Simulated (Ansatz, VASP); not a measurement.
**Sr in VASP and in Ansatz**

```
Sr
1.0
     0.00000    4.98234    4.98234
     4.98234    0.00000    4.98234
     4.98234    4.98234    0.00000
Sr
2
Direct
  0.12500 0.12500 0.12500
  0.87500 0.87500 0.87500
```

Alike in both runs: task single point; functional PBE; k mesh 10 × 10 × 10; occupations fermi-dirac, width 0.1 eV; no spin polarisation.

|  | VASP | Ansatz |
| --- | --- | --- |
| version | VASP 6.6.1 | Ansatz 0.2.0 |
| potentials or method | VASP PAW PBE potentials, release 64 (Sr_sv), cutoff 520 eV | plane waves (420 eV) with PAW, scalar-relativistic |
| valence electrons in the cell | 20 | 20 |

```csv
,VASP,Ansatz,Ansatz less VASP
pressure (GPa),-0.2,-0.2,0.00
```
